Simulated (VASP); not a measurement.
Runs of VASP 6.6.1 on CoSi2. The structure is that of space group Fm-3m (No. 225), or close to it. The cells are those of the table. 

```tsv
task	level	potentials or basis	spin	cell	k mesh	cutoff (eV)	smearing	gap on the mesh (eV)	pressure (GPa)
relaxation of cell and atoms	PBE	VASP PAW PBE potentials, release 64 (Co, Si)	off	relaxed to 12 GPa from a = 3.715 Å, angles 60.0°, 3 atoms	14 × 14 × 14	600	gaussian 0.1 eV	none	12.0
relaxation of cell and atoms	PBE	VASP PAW PBE potentials, release 64 (Co, Si)	off	relaxed to 90 GPa from a = 3.470 Å, angles 60.0°, 3 atoms	14 × 14 × 14	600	gaussian 0.1 eV	none	89.9
single point	PBE	VASP PAW PBE potentials, release 64 (Co, Si)	off	a = 3.459 Å, angles 60.0°, 3 atoms	14 × 14 × 14	520	gaussian 0.1 eV	none	(a)
single point	PBE	VASP PAW PBE potentials, release 64 (Co, Si)	off	a = 3.790 Å, angles 60.0°, 3 atoms	12 × 12 × 12	520	gaussian 0.15 eV	none	-0.2
single point	PBE	VASP PAW PBE potentials, release 64 (Co, Si)	off	a = 3.655 Å, angles 60.0°, 3 atoms	14 × 14 × 14	520	gaussian 0.1 eV	none	24.8
relaxation of cell and atoms	PBE	VASP PAW PBE potentials, release 64 (Co, Si)	off	relaxed to 25 GPa from a = 3.650 Å, angles 60.0°, 3 atoms	14 × 14 × 14	600	gaussian 0.1 eV	none	25.0
single point	PBE	VASP PAW PBE potentials, release 64 (Co, Si)	off	a = 3.783 Å, angles 60.0°, 3 atoms	14 × 14 × 14	520	gaussian 0.1 eV	none	0.9
single point	LDA	VASP PAW LDA potentials, release 64 (Co, Si)	collinear, zero start	a = 3.736 Å, angles 60.0°, 3 atoms	14 × 14 × 14	520	gaussian 0.1 eV	none	(b)
```

Task: Fill in the values left out.

Result: (a) 90.0; (b) -0.9.

Caveats: the cell is relaxed towards a set pressure, so the enthalpy falls and the energy may rise (some runs).

A gap of «none» marks levels without a gap at the run's occupations.
